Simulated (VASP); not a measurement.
Set up this calculation in VASP 6.6.1, as the native input.

```
Task                   : single point
Functional             : PBEsol
Potentials or basis    : VASP PAW PBE potentials, release 64 (Al, Ga_d)
Cutoff                 : 520 eV
k mesh                 : 3 × 3 × 3
Occupations            : gaussian, width 0.15 eV
Spin                   : no spin polarisation
Dipole correction      : no
Further INCAR settings : LREAL = Auto; ALGO = Normal; EDIFF = 1e-06; NBANDS = 72
```

The structure of Al30Ga (a cell with a defect) lies in POSCAR:

```
Al30Ga
1.0
    8.1000000000      0.0000000000      0.0000000000
    0.0000000000      8.1000000000      0.0000000000
    0.0000000000      0.0000000000      8.1000000000
Al Ga
30 1
Direct
    0.4997862603     -0.0016343570      0.0007825720
    0.7518264788     -0.0019960516      0.2496616753
    0.2495054250      0.2475862998      0.0008168597
    0.5008126939      0.4987931352      0.0009269422
    0.7520120240      0.7499972387      0.0008426849
    0.2481706714     -0.0007445923      0.2490298575
    0.5004934314      0.2501255989      0.2516085054
    0.7494869404      0.4991660647      0.2517870907
    0.4996736165     -0.0012589217      0.5008312930
    0.7495852364      0.2500504106      0.5008342231
    0.7518135331     -0.0020789855      0.7519148912
    0.0012295602      0.4997770217      0.0009683426
    0.2485747488      0.7511066400      0.0008021254
    0.0015020729      0.2477787385      0.2495604325
    0.2517544742      0.4997545603      0.2521279184
    0.4997836759      0.7480592178      0.2521984613
    0.0007714021     -0.0011645319      0.5007751871
    0.2521372407      0.2502912116      0.5008358564
    0.5004492340      0.4990634179      0.5009005066
    0.7493073038      0.7474935744      0.5008782622
    0.2482608399     -0.0009114928      0.7525502976
    0.5005122785      0.2499805145      0.7499845288
    0.7496014515      0.4989778738      0.7499028383
    0.0004603776      0.7514835948      0.2489721467
    0.0008555594      0.4999585864      0.5007944400
    0.2510744287      0.7485781396      0.5010030649
    0.0016092197      0.2476380939      0.7519253467
    0.2516050626      0.4996600112      0.7496425691
    0.4999278206      0.7478503464      0.7495923222
    0.0003935423      0.7512188164      0.7527386553
    0.7565708954      0.2430030256      0.0006242032
```

These files were run (other wordings do the same):

INCAR

```
ALGO = Normal
EDIFF = 1E-6
ENCUT = 520
GGA = PS
ISIF = 2
ISMEAR = 0
LASPH = T
LCHARG = F
LREAL = Auto
LWAVE = F
NBANDS = 72
NELM = 100
PREC = Accurate
SIGMA = 0.15
```

KPOINTS

```
k-points
0
Gamma
  3 3 3
```

Potentials or basis: VASP PAW PBE potentials, release 64 (Al, Ga_d).

Command:

```sh
$ cat potpaw_PBE.64/Al/POTCAR potpaw_PBE.64/Ga_d/POTCAR > POTCAR
$ mpirun -np 1 vasp_std > vasp.out
```

Results of the run:

| Quantity | Value |
| --- | --- |
| Pressure | -2.5 GPa |
| Largest force | 0.012 eV/Å |

Caveat: the PAW data sets were made with another functional, which shifts forces and pressure a little.

Wall time 5.3 min on 1 thread of Intel(R) Xeon(R) 6975P-C (Granite Rapids) (shared host), peak memory 0.66 GiB.
